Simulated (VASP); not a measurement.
# Cd2SbCl2O3 (P-1) in VASP: single point with PBE

Aim: the single point of Cd2SbCl2O3 with PBE.

Everything below comes from runs of VASP 6.6.1. Logs are shortened: lines on timing, memory, paths and dates and some standing lists are left out, and cuts for length are marked.

**1. The cell of the first run**

The typed cell holds 16 atoms: a = 6.396 Å, b = 6.518 Å, c = 7.963 Å, α = 68.07°, β = 68.59°, γ = 82.66°.

**2. Single point, PBE**

File INCAR:

```
SYSTEM = Cd2SbCl2O3
PREC = Accurate
ENCUT = 600
EDIFF = 1E-6
ISMEAR = -1
SIGMA = 0.0633
LREAL = .FALSE.
LASPH = .TRUE.
NELM = 120
ALGO = Normal
ISIF = 2
LWAVE = .FALSE.
LCHARG = .TRUE.
GGA = PE
LELF = .TRUE.
LVHAR = .TRUE.
NBANDS = 75
GGA_COMPAT = .FALSE.
```

File KPOINTS:

```
Automatic mesh
0
Gamma
  3 3 3
  0 0.5 0.5
```

File POSCAR:

```
Cd2SbCl2O3
1.0
    6.3959420000      0.0000000000      0.0000000000
    0.8327350000      6.4647070000      0.0000000000
    2.9063330000      2.6242140000      6.9338230000
Sb Cd Cl O
2 4 4 6
Direct
    0.2271400000      0.2398200000      0.7579400000
    0.7728600000      0.7601800000      0.2420600000
    0.7173900000      0.5589400000      0.7330400000
    0.2826100000      0.4410600000      0.2669600000
    0.2749500000      0.8216900000      0.5383500000
    0.7250500000      0.1783100000      0.4616500000
    0.1483900000      0.0767900000      0.2460900000
    0.8516100000      0.9232100000      0.7539100000
    0.6951300000      0.3041400000      0.0853100000
    0.3048700000      0.6958600000      0.9146900000
    0.5112000000      0.3359000000      0.7027000000
    0.4888000000      0.6641000000      0.2973000000
    0.3342000000      0.1641000000      0.5339000000
    0.6658000000      0.8359000000      0.4661000000
    0.0931000000      0.5028000000      0.6465000000
    0.9069000000      0.4972000000      0.3535000000
```

Potentials or basis: VASP PAW PBE potentials, release 64 (Sb, Cd, Cl, O).

On the command line:

```
$ cat potpaw_PBE.64/Sb/POTCAR potpaw_PBE.64/Cd/POTCAR potpaw_PBE.64/Cl/POTCAR potpaw_PBE.64/O/POTCAR > POTCAR
$ mpirun -np 1 vasp_std > vasp.out
```

OUTCAR:

```text
SYSTEM = Cd2SbCl2O3
   PREC = Accurate
   ENCUT = 600
   EDIFF = 1E-6
   ISMEAR = -1
   LREAL = .FALSE.
   LASPH = .TRUE.
   NELM = 120
   ISIF = 2
   GGA = PE

 ion  position               nearest neighbor table
   1  0.227  0.240  0.758-  11 1.84  15 1.87  13 1.89   6 3.28   4 3.52   5 3.53   3 3.66   5 3.68

   2  0.773  0.760  0.242-  12 1.84  16 1.87  14 1.89   5 3.28   3 3.52   6 3.53   4 3.66   6 3.68

   3  0.717  0.559  0.733-  11 2.21  15 2.27  14 2.32   9 2.63   8 2.71  10 2.73   2 3.52   5 3.65
                             1 3.66   5 3.69
   4  0.283  0.441  0.267-  12 2.21  16 2.27  13 2.32  10 2.63   7 2.71   9 2.73   1 3.52   6 3.65
                             2 3.66   6 3.69
   5  0.275  0.822  0.538-  15 2.23  13 2.30  14 2.36  12 2.41   7 2.64   8 2.78  10 2.87   2 3.28
                             1 3.53   3 3.65   6 3.66   1 3.68   3 3.69
   6  0.725  0.178  0.462-  16 2.23  14 2.30  13 2.36  11 2.41   8 2.64   7 2.78   9 2.87   1 3.28
                             2 3.53   4 3.65   5 3.66   2 3.68   4 3.69
   7  0.148  0.077  0.246-   5 2.64   4 2.71   6 2.78
   8  0.852  0.923  0.754-   6 2.64   3 2.71   5 2.78
   9  0.695  0.304  0.085-   3 2.63   4 2.73   6 2.87
  10  0.305  0.696  0.915-   4 2.63   3 2.73   5 2.87
  11  0.511  0.336  0.703-   1 1.84   3 2.21   6 2.41
  12  0.489  0.664  0.297-   2 1.84   4 2.21   5 2.41
  13  0.334  0.164  0.534-   1 1.89   5 2.30   4 2.32   6 2.36
  14  0.666  0.836  0.466-   2 1.89   6 2.30   3 2.32   5 2.36
  15  0.093  0.503  0.647-   1 1.87   5 2.23   3 2.27
  16  0.907  0.497  0.353-   2 1.87   6 2.23   4 2.27

  LATTYP: Found a triclinic cell.
 ALAT       =    12.0277602174
 B/A-ratio  =     0.6620611874
 C/A-ratio  =     0.7090991875
 COS(alpha) =     0.0117238628
 COS(beta)  =     0.3700018959
 COS(gamma) =     0.8644552191

  Lattice vectors:

 A1 = (  -3.7390680000,  -9.0889210000,  -6.9338230000)
 A2 = (  -2.9063330000,  -2.6242140000,  -6.9338230000)
 A3 = (   5.5632070000,  -6.4647070000,   0.0000000000)

Analysis of symmetry for initial positions (statically):
=====================================================================
 Subroutine PRICEL returns:
 Original cell was already a primitive cell.

 Routine SETGRP: Setting up the symmetry group for a
 triclinic supercell.

 Subroutine GETGRP returns: Found  2 space group operations
 (whereof  2 operations were pure point group operations)
 out of a pool of  2 trial point group operations.

The static configuration has the point symmetry S_2 .

Analysis of symmetry for dynamics (positions and initial velocities):
=====================================================================
 Subroutine PRICEL returns:
 Original cell was already a primitive cell.

 Routine SETGRP: Setting up the symmetry group for a
 triclinic supercell.

 Subroutine GETGRP returns: Found  2 space group operations
 (whereof  2 operations were pure point group operations)
 out of a pool of  2 trial point group operations.

The dynamic configuration has the point symmetry S_2 .

 Subroutine INISYM returns: Found  2 space group operations
 (whereof  2 operations are pure point group operations),
 and found     1 'primitive' translations

----------------------------------------------------------------------------------------

                                     Primitive cell

  volume of cell :     286.6990

  direct lattice vectors                    reciprocal lattice vectors
     6.395942000  0.000000000  0.000000000     0.156349135 -0.020139721 -0.057912022
     0.832735000  6.464707000  0.000000000     0.000000000  0.154686052 -0.058543361
     2.906333000  2.624214000  6.933823000     0.000000000  0.000000000  0.144220584

  length of vectors
     6.395942000  6.518119681  7.963113212     0.167941843  0.165393771  0.144220584

  position of ions in fractional coordinates (direct lattice)
     0.227140000  0.239820000  0.757940000
     0.772860000  0.760180000  0.242060000
     0.717390000  0.558940000  0.733040000
     0.282610000  0.441060000  0.266960000
     0.274950000  0.821690000  0.538350000
     0.725050000  0.178310000  0.461650000
[... 8 lines left out ...]
     0.093100000  0.502800000  0.646500000
     0.906900000  0.497200000  0.353500000

  ion indices of the primitive-cell ions
   primitive index   ion index
                 1           1
                 2           2
                 3           3
                 4           4
                 5           5
                 6           6
[... 8 lines left out ...]
                15          15
                16          16

----------------------------------------------------------------------------------------

 KPOINTS: Automatic mesh

Automatic generation of k-mesh.
 Grid dimensions read from file:
 generate k-points for:    3    3    3

 Generating k-lattice:

  Cartesian coordinates                     Fractional coordinates (reciprocal lattice)
     0.052116378 -0.006713240 -0.019304007     0.333333333  0.000000000 -0.000000000
     0.000000000  0.051562017 -0.019514454     0.000000000  0.333333333  0.000000000
     0.000000000  0.000000000  0.048073528     0.000000000  0.000000000  0.333333333

  Length of vectors
     0.055980614  0.055131257  0.048073528

  Shift w.r.t. Gamma in fractional coordinates (k-lattice)
     0.000000000  0.500000000  0.500000000

 Subroutine IBZKPT returns following result:
 ===========================================

 Found     14 irreducible k-points:

 Following reciprocal coordinates:
            Coordinates               Weight
  0.000000  0.166667  0.166667      2.000000
  0.333333  0.166667  0.166667      2.000000
 -0.333333  0.166667  0.166667      2.000000
  0.000000  0.500000  0.166667      2.000000
  0.333333  0.500000  0.166667      2.000000
 -0.333333  0.500000  0.166667      2.000000
  0.000000 -0.166667  0.166667      2.000000
  0.333333 -0.166667  0.166667      2.000000
 -0.333333 -0.166667  0.166667      2.000000
  0.000000  0.166667  0.500000      2.000000
  0.333333  0.166667  0.500000      2.000000
 -0.333333  0.166667  0.500000      2.000000
  0.000000  0.500000  0.500000      1.000000
  0.333333  0.500000  0.500000      2.000000
   k-points           NKPTS =     14   k-points in BZ     NKDIM =     14   number of bands    NBANDS=     75
   number of dos      NEDOS =    301   number of ions     NIONS =     16
   total plane-waves  NPLWV = 186624
   dimension x,y,z NGX =    54 NGY =   54 NGZ =   64
   dimension x,y,z NGXF=   108 NGYF=  108 NGZF=  128
   ions per type =               2   4   4   6
   NGX,Y,Z   is equivalent  to a cutoff of  14.04, 13.77, 13.36 a.u.
   NGXF,Y,Z  is equivalent  to a cutoff of  28.07, 27.55, 26.72 a.u.
 SYSTEM =  Cd2SbCl2O3
   PREC   = accura    normal or accurate (medium, high low for compatibility)
   ISTART =      0    job   : 0-new  1-cont  2-samecut
   ICHARG =      2    charge: 1-file 2-atom 10-const
   ISPIN  =      1    spin polarized calculation?
   LNONCOLLINEAR =      F non collinear calculations
   LSORBIT =      F    spin-orbit coupling
   LASPH  =      T    aspherical Exc in radial PAW
   ENCUT  =  600.0 eV  44.10 Ry    6.64 a.u.  12.77 13.02 15.90*2*pi/ulx,y,z
   NELM   =    120;   NELMIN=  2; NELMDL= -5     # of ELM steps
   EDIFF  = 0.1E-05   stopping-criterion for ELM
   LREAL  =      F    real-space projection
   EDIFFG = 0.1E-04   stopping-criterion for IOM
   NSW    =      0    number of steps for IOM
   IBRION =     -1    ionic relax: 0-MD 1-quasi-New 2-CG
   NFREE  =      0    steps in history (QN), initial steepest desc. (CG)
   ISIF   =      2    stress and relaxation
   ISYM   =      2    0-nonsym 1-usesym 2-fastsym
   POTIM  = 0.5000    time-step for ionic-motion
   TEBEG  =    0.0;   TEEND  =   0.0 temperature during run
   PSTRESS=    0.0 pullay stress
   NELECT =     122.0000    total number of electrons
   NUPDOWN=      -1.0000    fix difference up-down
   EMIN   =  10.00;   EMAX   =-10.00  energy-range for DOS
   EFERMI =   0.00;   METHOD = LEGACY
   ISMEAR =    -1;   SIGMA  =   0.06  broadening in eV -4-tet -1-fermi 0-gaus
   EFERMI_NEDOS =   21; number of points for ismear=-14 and -15
   IALGO  =     38    algorithm
   IMIX   =      4    mixing-type and parameters
     AMIX     =   0.40;   BMIX     =  1.00
     AMIX_MAG =   1.60;   BMIX_MAG =  1.00
  volume/ion in A,a.u.               =      17.92       120.92
  Fermi-wavevector in a.u.,A,eV,Ry     =   1.231363  2.326939 20.629897  1.516255
  Thomas-Fermi vector in A             =   2.366175
   LORBIT       =      0    0 simple, 1 ext, 2 COOP (PROOUT), +10 PAW based schemes
   GGA     = PE    functional components
   LHFCALC =     F    Hartree Fock is set to
   AEXX    =    0.0000 exact exchange contribution
   IVDW    =     0    specifies the selected vdW correction
   LEPSILON=     F    determine dielectric tensor
   LRPA    =     F    only Hartree local field effects (RPA)
 non-spin polarized calculation
  energy-cutoff  :      600.00
  volume of cell :      286.70
 maximum number of plane-waves:      9598
 NGX is ok and might be reduce to    54
   NGX = 25   NGY = 27   NGZ = 31

 number of electron     121.9999996 magnetization

 Free energy of the ion-electron system (eV)
  ---------------------------------------------------
  ext. energy  EPLUGINS =         0.00000000
  ---------------------------------------------------
  free energy    TOTEN  =       -63.88286808 eV

  energy without entropy =      -63.83294431  energy(sigma->0) =      -63.85790619

 E-fermi :   2.1094     XC(G=0):  -9.8087

 val. band max:        2.0668325186   @ k =  -0.3333   0.5000   0.1667
 cond. band min:       2.1988553441   @ k =   0.3333   0.1667   0.1667
 fundamental gap:      0.1320228255
 Fermi energy:         2.1094498143

 k-point     1 :       0.0000    0.1667    0.1667
  band No.  band energies     occupation
      1     -16.5128      2.00000
      2     -16.2511      2.00000
      3     -15.1388      2.00000
      4     -15.0853      2.00000
      5     -14.8997      2.00000
      6     -14.8385      2.00000
[... 65 lines left out ...]
     72       9.6213      0.00000
     73      10.0511      0.00000
[... 986 lines left out ...]
     72       9.2959      0.00000
     73       9.9814      0.00000
 [bands above 73 left out]

------------------------ aborting loop because EDIFF is reached ----------------------------------------

  FORCE on cell =-STRESS in cart. coord.  units (eV):
  Direction    XX          YY          ZZ          XY          YZ          ZX
  --------------------------------------------------------------------------------------
  -------------------------------------------------------------------------------------
  Total       17.9699403     13.8189889     11.3292285     -1.1363330      1.3675375      0.7447784
  in kB      100.4225169     77.2255015     63.3118210     -6.3502393      7.6422936      4.1620907
  external PRESSURE =      80.3199465 kB  Pullay stress =       0.0000000 kB

 VOLUME and BASIS-vectors are now :
 -----------------------------------------------------------------------------
  energy-cutoff  :      600.00
  volume of cell :      286.70
      direct lattice vectors                 reciprocal lattice vectors
     6.395942000  0.000000000  0.000000000     0.156349135 -0.020139721 -0.057912022
     0.832735000  6.464707000  0.000000000     0.000000000  0.154686052 -0.058543361
     2.906333000  2.624214000  6.933823000     0.000000000  0.000000000  0.144220584

 POSITION                                       TOTAL-FORCE (eV/Angst)
 -----------------------------------------------------------------------------------
      3.85531      3.53936      5.25542        -1.134594     -0.998152      2.398489
      6.27970      5.54956      1.67840         1.134594      0.998152     -2.398489
      7.18429      5.53704      5.08277         0.041264      0.034964     -0.075968
      2.95072      3.55188      1.85105        -0.041264     -0.034964      0.075968
      4.00744      6.72473      3.73282         0.027597      0.112943      0.009916
      6.12757      2.36419      3.20100        -0.027597     -0.112943     -0.009916
[... 8 lines left out ...]
      2.89311      4.94701      4.48272        -1.130186      1.386811     -0.574565
      7.24190      4.14191      2.45111         1.130186     -1.386811      0.574565
 -----------------------------------------------------------------------------------
    total drift:                                0.000000     -0.000000      0.000000

  FREE ENERGIE OF THE ION-ELECTRON SYSTEM (eV)
  ---------------------------------------------------
  free  energy   TOTEN  =       -63.8828680797 eV

  energy  without entropy=      -63.8329443060  energy(sigma->0) =      -63.85790619
```

It took 14 min on 1 thread of AMD EPYC 7R13, shared host; peak memory 0.62 GiB.

What came out:

| Property | Result |
| --- | --- |
| Free energy | -63.8829 eV |
| Pressure | 8.0 GPa |
| Largest force | 2.835 eV/Å |
| Band gap on the k mesh | 0.13 eV (least direct gap 0.22 eV) |

Forces in eV/Å, atoms in the order of the input:
```
Sb  -1.135 -0.998  2.398
Sb   1.135  0.998 -2.398
Cd   0.041  0.035 -0.076
Cd  -0.041 -0.035  0.076
Cd   0.028  0.113  0.010
Cd  -0.028 -0.113 -0.010
Cl  -0.186 -0.144 -0.388
Cl   0.186  0.144  0.388
Cl   0.141 -0.275 -0.036
Cl  -0.141  0.275  0.036
O    2.507  0.590 -0.258
O   -2.507 -0.590  0.258
O   -0.235 -1.210 -1.406
O    0.235  1.210  1.406
O   -1.130  1.387 -0.575
O    1.130 -1.387  0.575
```

Levels at points of the mesh, in eV from the valence-band top:
```tsv
k point	band 59	band 60	band 61	band 62	band 63	band 64
(0.00, 0.50, 0.50)	-0.65	-0.60	-0.10	0.23	3.86	3.87
```

Caveat: the cell stands under pressure; semilocal functionals underestimate gaps, and a narrow one can read as zero; spin-orbit coupling is left out, which moves the levels of the heavy elements; a shifted mesh leaves out Γ, where band edges can lie; forces of over 1 eV/Å act on the atoms, so gaps and moduli don't describe the material at rest. A k mesh can miss the band edges.
